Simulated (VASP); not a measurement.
Wanted: the native input for a VASP 6.6.1 run.

```yaml
Task: single point
Functional: PBEsol
Potentials_or_basis: VASP PAW PBE potentials, release 64 (Mo_sv, Se)
Cutoff: 520 eV
k_mesh: 14 × 14 × 14
Occupations: gaussian, width 0.05 eV
Spin: collinear spin
Starting_moments: "[3.5, 0.0] μB"
Hubbard_terms: Mo d U = 2.0 eV
Dipole_correction: no
Further_INCAR_settings: ALGO = Normal; EDIFF = 1e-06; NBANDS = 21
```

The structure of MoSe lies in POSCAR:

```
MoSe
1.0
    0.0000000000      2.5748516654      2.5748516654
    2.5748516654      0.0000000000      2.5748516654
    2.5748516654      2.5748516654      0.0000000000
Mo Se
1 1
Direct
    0.0000000000      0.0000000000      0.0000000000
    0.5000000000      0.5000000000      0.5000000000
```

These files were run (other wordings do the same):

INCAR

```
SYSTEM = MoSe
ALGO = Normal
EDIFF = 1E-6
ENCUT = 520
GGA = PS
ISIF = 2
ISMEAR = 0
ISPIN = 2
LASPH = .TRUE.
LCHARG = .FALSE.
LDAU = .TRUE.
LDAUJ = 0 0
LDAUL = 2 -1
LDAUPRINT = 1
LDAUTYPE = 2
LDAUU = 2 0
LMAXMIX = 4
LORBIT = 11
LREAL = .FALSE.
LWAVE = .FALSE.
MAGMOM = 3.5 0
NBANDS = 21
NELM = 150
PREC = Accurate
SIGMA = 0.05
```

KPOINTS

```
k-points
0
G
  14 14 14
  0 0 0
```

Potentials or basis: VASP PAW PBE potentials, release 64 (Mo_sv, Se).

Run with:

```sh
$ cat potpaw_PBE.64/Mo_sv/POTCAR potpaw_PBE.64/Se/POTCAR > POTCAR
$ mpirun -np 1 vasp_std > vasp.out
```

It gave:

```yaml
Pressure: 14.8 GPa
Net_moment: 2.59 μB per cell
Site_moments: Mo +2.35; Se +0.03 μB
Valence_electrons_inside_the_program's_atomic_spheres: Mo 12.45; Se 4.02
```

Caveat: the cell stands under pressure; the PAW data sets were made with another functional, which shifts forces and pressure a little.

It took 4.2 min on 1 thread of Intel Xeon 8259CL, on a shared host, peak memory 0.26 GiB.
